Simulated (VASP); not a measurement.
# Re (P6_3/mmc) in VASP: a series of runs

Runs on Re. Level: PBE. Tasks: single point, relaxation of the atoms.

Everything below comes from runs of VASP 6.6.1. Logs are shortened: lines on timing, memory, paths and dates and some standing lists are left out, and cuts for length are marked.

### 1 The cell of the first run

Symmetry: P6_3/mmc, No. 194, hexagonal system. Conventional cell: a = 2.761 Å, b = 2.761 Å, c = 4.458 Å, α = 90.00°, β = 90.00°, γ = 120.00°. Re (site symmetry -6m2) has 12 Re at 2.74 to 2.76 Å within 3.6 Å.

### 2 Single point, PBE

INCAR

```
SYSTEM = Re
PREC = Accurate ; ENCUT = 520
EDIFF = 1E-7 ; ISMEAR = -1
SIGMA = 0.05 ; LREAL = .FALSE.
LASPH = .TRUE. ; NELM = 100
ALGO = Normal ; ISIF = 2
LWAVE = .FALSE. ; LCHARG = .FALSE.
GGA = PE ; NBANDS = 14
```

KPOINTS

```
Automatic mesh
0
G
  14 14 8
  0 0 0
```

POSCAR

```
Re
1.0
    2.7608000000      0.0000000000      0.0000000000
   -1.3804000000      2.3909229348      0.0000000000
    0.0000000000      0.0000000000      4.4582000000
Re
2
Direct
    0.3333333333      0.6666666667      0.2500000000
    0.6666666667      0.3333333333      0.7500000000
```

Potentials or basis: VASP PAW PBE potentials, release 64 (Re).

The run is started by

```console
cat potpaw_PBE.64/Re/POTCAR > POTCAR
mpirun -np 1 vasp_std > vasp.out
```

OUTCAR:

```text
SYSTEM = Re
   PREC = Accurate
   ENCUT = 520
   EDIFF = 1E-7
   ISMEAR = -1
   LREAL = .FALSE.
   LASPH = .TRUE.
   NELM = 100
   ISIF = 2
   GGA = PE

 ion  position               nearest neighbor table
   1  0.333  0.667  0.250-   2 2.74   2 2.74   2 2.74   2 2.74   2 2.74   2 2.74
   2  0.667  0.333  0.750-   1 2.74   1 2.74   1 2.74   1 2.74   1 2.74   1 2.74

  LATTYP: Found a hexagonal cell.
 ALAT       =     2.7608000000
 C/A-ratio  =     1.6148217908

  Lattice vectors:

 A1 = (   2.7608000000,   0.0000000000,   0.0000000000)
 A2 = (  -1.3804000000,   2.3909229348,   0.0000000000)
 A3 = (   0.0000000000,   0.0000000000,   4.4582000000)

Analysis of symmetry for initial positions (statically):
=====================================================================
 Subroutine PRICEL returns:
 Original cell was already a primitive cell.

 Routine SETGRP: Setting up the symmetry group for a
 hexagonal supercell.

 Subroutine GETGRP returns: Found 24 space group operations
 (whereof 12 operations were pure point group operations)
 out of a pool of 24 trial point group operations.

The static configuration has the point symmetry D_3d.
 The point group associated with its full space group is D_6h.

Analysis of symmetry for dynamics (positions and initial velocities):
=====================================================================
 Subroutine PRICEL returns:
 Original cell was already a primitive cell.

 Routine SETGRP: Setting up the symmetry group for a
 hexagonal supercell.

 Subroutine GETGRP returns: Found 24 space group operations
 (whereof 12 operations were pure point group operations)
 out of a pool of 24 trial point group operations.

The dynamic configuration has the point symmetry D_3d.
 The point group associated with its full space group is D_6h.

 Subroutine INISYM returns: Found 24 space group operations
 (whereof 12 operations are pure point group operations),
 and found     1 'primitive' translations

----------------------------------------------------------------------------------------

                                     Primitive cell

  volume of cell :      29.4280

  direct lattice vectors                    reciprocal lattice vectors
     2.760800000  0.000000000  0.000000000     0.362213851  0.209124264  0.000000000
    -1.380400000  2.390922935  0.000000000     0.000000000  0.418248529  0.000000000
     0.000000000  0.000000000  4.458200000     0.000000000  0.000000000  0.224305774

  length of vectors
     2.760800000  2.760800000  4.458200000     0.418248529  0.418248529  0.224305774

  position of ions in fractional coordinates (direct lattice)
     0.333333333  0.666666667  0.250000000
     0.666666667  0.333333333  0.750000000

  ion indices of the primitive-cell ions
   primitive index   ion index
                 1           1
                 2           2

----------------------------------------------------------------------------------------

 KPOINTS: Automatic mesh

Automatic generation of k-mesh.
 Grid dimensions read from file:
 generate k-points for:   14   14    8

 Generating k-lattice:

  Cartesian coordinates                     Fractional coordinates (reciprocal lattice)
     0.025872418  0.014937447  0.000000000     0.071428571  0.000000000  0.000000000
     0.000000000  0.029874895  0.000000000     0.000000000  0.071428571  0.000000000
     0.000000000  0.000000000  0.028038222     0.000000000  0.000000000  0.125000000

  Length of vectors
     0.029874895  0.029874895  0.028038222

  Shift w.r.t. Gamma in fractional coordinates (k-lattice)
     0.000000000  0.000000000  0.000000000

 Subroutine IBZKPT returns following result:
 ===========================================

 Found    120 irreducible k-points:

 Following reciprocal coordinates:
            Coordinates               Weight
  0.000000  0.000000  0.000000      1.000000
  0.071429 -0.000000  0.000000      6.000000
  0.142857 -0.000000  0.000000      6.000000
  0.214286 -0.000000  0.000000      6.000000
  0.285714 -0.000000  0.000000      6.000000
  0.357143 -0.000000  0.000000      6.000000
[... 16 lines left out ...]
  0.285714  0.285714  0.000000      6.000000
  0.357143  0.285714  0.000000      6.000000
 [... further k-points ...]
   k-points           NKPTS =    120   k-points in BZ     NKDIM =    120   number of bands    NBANDS=     14
   number of dos      NEDOS =    301   number of ions     NIONS =      2
   total plane-waves  NPLWV =  20736
   dimension x,y,z NGX =    24 NGY =   24 NGZ =   36
   dimension x,y,z NGXF=    48 NGYF=   48 NGZF=   72
   ions per type =               2
   NGX,Y,Z   is equivalent  to a cutoff of  14.45, 14.45, 13.42 a.u.
   NGXF,Y,Z  is equivalent  to a cutoff of  28.90, 28.90, 26.85 a.u.
 SYSTEM =  Re
   PREC   = accura    normal or accurate (medium, high low for compatibility)
   ISTART =      0    job   : 0-new  1-cont  2-samecut
   ICHARG =      2    charge: 1-file 2-atom 10-const
   ISPIN  =      1    spin polarized calculation?
   LNONCOLLINEAR =      F non collinear calculations
   LSORBIT =      F    spin-orbit coupling
   LASPH  =      T    aspherical Exc in radial PAW
   ENCUT  =  520.0 eV  38.22 Ry    6.18 a.u.   5.13  5.13  8.29*2*pi/ulx,y,z
   NELM   =    100;   NELMIN=  2; NELMDL= -5     # of ELM steps
   EDIFF  = 0.1E-06   stopping-criterion for ELM
   LREAL  =      F    real-space projection
   EDIFFG = 0.1E-05   stopping-criterion for IOM
   NSW    =      0    number of steps for IOM
   IBRION =     -1    ionic relax: 0-MD 1-quasi-New 2-CG
   NFREE  =      0    steps in history (QN), initial steepest desc. (CG)
   ISIF   =      2    stress and relaxation
   ISYM   =      2    0-nonsym 1-usesym 2-fastsym
   POTIM  = 0.5000    time-step for ionic-motion
   TEBEG  =    0.0;   TEEND  =   0.0 temperature during run
   PSTRESS=    0.0 pullay stress
   NELECT =      14.0000    total number of electrons
   NUPDOWN=      -1.0000    fix difference up-down
   EMIN   =  10.00;   EMAX   =-10.00  energy-range for DOS
   EFERMI =   0.00;   METHOD = LEGACY
   ISMEAR =    -1;   SIGMA  =   0.05  broadening in eV -4-tet -1-fermi 0-gaus
   EFERMI_NEDOS =   21; number of points for ismear=-14 and -15
   IALGO  =     38    algorithm
   IMIX   =      4    mixing-type and parameters
     AMIX     =   0.40;   BMIX     =  1.00
     AMIX_MAG =   1.60;   BMIX_MAG =  1.00
  volume/ion in A,a.u.               =      14.71        99.29
  Fermi-wavevector in a.u.,A,eV,Ry     =   1.278000  2.415070 22.222174  1.633284
  Thomas-Fermi vector in A             =   2.410568
   LORBIT       =      0    0 simple, 1 ext, 2 COOP (PROOUT), +10 PAW based schemes
   GGA     = PE    functional components
   LHFCALC =     F    Hartree Fock is set to
   AEXX    =    0.0000 exact exchange contribution
   IVDW    =     0    specifies the selected vdW correction
   LEPSILON=     F    determine dielectric tensor
   LRPA    =     F    only Hartree local field effects (RPA)
 non-spin polarized calculation
  energy-cutoff  :      520.00
  volume of cell :       29.43
 maximum number of plane-waves:       808
 NGX is ok and might be reduce to    24
   NGX = 11   NGY = 11   NGZ = 17

 number of electron      14.0000000 magnetization

 Free energy of the ion-electron system (eV)
  ---------------------------------------------------
  ext. energy  EPLUGINS =         0.00000000
  ---------------------------------------------------
  free energy    TOTEN  =       -24.85284292 eV

  energy without entropy =      -24.84061050  energy(sigma->0) =      -24.84672671

 E-fermi :   7.8560     XC(G=0): -13.7313

 val. band max:        7.8513329792   @ k =   0.1429  -0.0000   0.0000
 cond. band min:       7.8901010216   @ k =   0.1429   0.1429   0.0000
 fundamental gap:      0.0387680424
 Fermi energy:         7.8560129847

 k-point     1 :       0.0000    0.0000    0.0000
  band No.  band energies     occupation
      1      -1.9807      2.00000
      2       1.2621      2.00000
      3       6.3044      2.00000
      4       6.3048      2.00000
      5       6.3048      2.00000
      6       7.1412      2.00000
      7       7.1412      2.00000
      8       8.0696      0.02754
      9       8.0696      0.02754
     10       8.5024      0.00000
     11      11.2453      0.00000
     12      11.2453      0.00000
     13      17.9012      0.00000
     14      22.0344      0.00000

 k-point     2 :       0.0714   -0.0000    0.0000
  band No.  band energies     occupation
      1      -1.7719      2.00000
      2       1.4580      2.00000
      3       5.8203      2.00000
      4       6.4961      2.00000
      5       6.7176      2.00000
      6       6.9975      2.00000
      7       7.3221      1.99995
      8       7.5877      1.99070
      9       7.9091      0.51386
     10       8.0997      0.01516
     11      11.3537      0.00000
     12      12.1421      0.00000
     13      17.8902      0.00000
     14      22.4976      0.00000

 k-point     3 :       0.1429   -0.0000    0.0000
  band No.  band energies     occupation
      1      -1.1755      2.00000
      2       1.9794      2.00000
      3       5.2610      2.00000
      4       6.3140      2.00000
      5       6.5732      2.00000
      6       7.0593      2.00000
      7       7.2752      1.99998
      8       7.5165      1.99775
      9       7.7900      1.57834
     10       7.8513      1.04677
     11      11.5981      0.00000
     12      13.7937      0.00000
     13      17.7899      0.00000
     14      23.6758      0.00000
[... 324 lines left out ...]
 k-point    23 :       0.2857    0.2857    0.0000
  band No.  band energies     occupation
      1       2.7429      2.00000
      2       3.4041      2.00000
      3       3.9185      2.00000
      4       4.3417      2.00000
      5       5.5239      2.00000
      6       6.1765      2.00000
      7       7.5716      1.99326
      8      10.2109      0.00000
      9      11.4669      0.00000
     10      11.5535      0.00000
     11      14.3681      0.00000
     12      15.2087      0.00000
     13      16.7639      0.00000
     14      20.5746      0.00000

 k-point    24 :       0.3571    0.2857    0.0000
  band No.  band energies     occupation
      1       2.6763      2.00000
      2       3.6562      2.00000
      3       3.7972      2.00000
      4       4.6020      2.00000
      5       5.6422      2.00000
      6       5.9181      2.00000
      7       7.7928      1.55950
      8      10.7011      0.00000
      9      11.2037      0.00000
     10      11.4124      0.00000
     11      14.5149      0.00000
     12      14.6020      0.00000
     13      16.3604      0.00000
     14      22.0353      0.00000

 [... further k-points ...]

------------------------ aborting loop because EDIFF is reached ----------------------------------------

  FORCE on cell =-STRESS in cart. coord.  units (eV):
  Direction    XX          YY          ZZ          XY          YZ          ZX
  --------------------------------------------------------------------------------------
  -------------------------------------------------------------------------------------
  Total        0.9962101      0.9962101      1.1326106      0.0000000      0.0000000     -0.0000000
  in kB       54.2377213     54.2377213     61.6639197      0.0000000      0.0000000     -0.0000000
  external PRESSURE =      56.7131207 kB  Pullay stress =       0.0000000 kB

 VOLUME and BASIS-vectors are now :
 -----------------------------------------------------------------------------
  energy-cutoff  :      520.00
  volume of cell :       29.43
      direct lattice vectors                 reciprocal lattice vectors
     2.760800000  0.000000000  0.000000000     0.362213851  0.209124264  0.000000000
    -1.380400000  2.390922935  0.000000000     0.000000000  0.418248529  0.000000000
     0.000000000  0.000000000  4.458200000     0.000000000  0.000000000  0.224305774

 POSITION                                       TOTAL-FORCE (eV/Angst)
 -----------------------------------------------------------------------------------
     -0.00000      1.59395      1.11455        -0.000000      0.000000      0.000000
      1.38040      0.79697      3.34365         0.000000     -0.000000      0.000000
 -----------------------------------------------------------------------------------
    total drift:                               -0.000000      0.000000     -0.000000

  FREE ENERGIE OF THE ION-ELECTRON SYSTEM (eV)
  ---------------------------------------------------
  free  energy   TOTEN  =       -24.8528429158 eV

  energy  without entropy=      -24.8406104970  energy(sigma->0) =      -24.84672671
```

Run time: 71 s. Hardware: 1 thread of Oxide Virtual Turin-like, shared host; peak memory 0.15 GiB.

Results:

```yaml
Free_energy: -24.8528 eV
Pressure: 5.7 GPa
Band_gap_on_the_k_mesh: zero (bands 7 and 8 overlap by 3.26 eV)
```

Caveat: the cell stands under pressure; spin-orbit coupling is left out, which moves the levels of the heavy elements.

### 3 Relaxation of the atoms, PBE

INCAR

```
SYSTEM = Re
ALGO = Normal
EDIFF = 1E-6
EDIFFG = -0.02
ENCUT = 520
GGA = PE
IBRION = 2
ISIF = 2
ISMEAR = -1
LASPH = .True.
LCHARG = .False.
LREAL = .False.
LWAVE = .False.
NELM = 80
NSW = 80
PREC = Accurate
SIGMA = 0.05
```

KPOINTS

```
k-points
0
Gamma
  14 14 8
  0 0 0
```

POSCAR is that of step 2.

Potentials or basis: VASP PAW PBE potentials, release 64 (Re).

The run is started by

```console
cat potpaw_PBE.64/Re/POTCAR > POTCAR
mpirun -np 1 vasp_std > vasp.out
```

Wall time 64 s (1 thread of Oxide Virtual Turin-like, shared host); peak memory 0.15 GiB.

It converged, with:

```
Free energy             : -24.8528 eV
Pressure after relaxing : 5.7 GPa
Band gap on the k mesh  : zero (bands 7 and 8 overlap by 3.26 eV)
```

Stress tensor (GPa, compression positive):
```
5.44 0.00 0.00
0.00 5.44 0.00
0.00 0.00 6.17
```

Final structure:
```
CELL_PARAMETERS angstrom
2.76080 0.00000 0.00000
-1.38040 2.39092 0.00000
0.00000 0.00000 4.45820
ATOMIC_POSITIONS crystal
Re 0.33333 0.66667 0.25000
Re 0.66667 0.33333 0.75000
```

Levels at points of the mesh, in eV from the Fermi level:
| k point | band 4 | band 5 | band 6 | band 7 | band 8 | band 9 | band 10 | band 11 |
| --- | --- | --- | --- | --- | --- | --- | --- | --- |
| (0.00, 0.00, 0.00) | -1.55 | -1.55 | -0.71 | -0.71 | 0.21 | 0.21 | 0.65 | 3.39 |
| (0.50, 0.00, 0.00) | -1.91 | -1.71 | -1.34 | -0.57 | 3.99 | 4.39 | 4.52 | 6.09 |
| (0.00, 0.00, 0.50) | -2.35 | -1.68 | -1.68 | -1.68 | -1.68 | 2.57 | 2.57 | 2.57 |
| (0.50, 0.00, 0.50) | -4.06 | 0.42 | 0.42 | 0.95 | 0.95 | 4.30 | 4.39 | 4.80 |

Caveat: spin-orbit coupling is left out, which moves the levels of the heavy elements.

The gap in the log of VASP goes by the Fermi energy; the results here count the filled bands.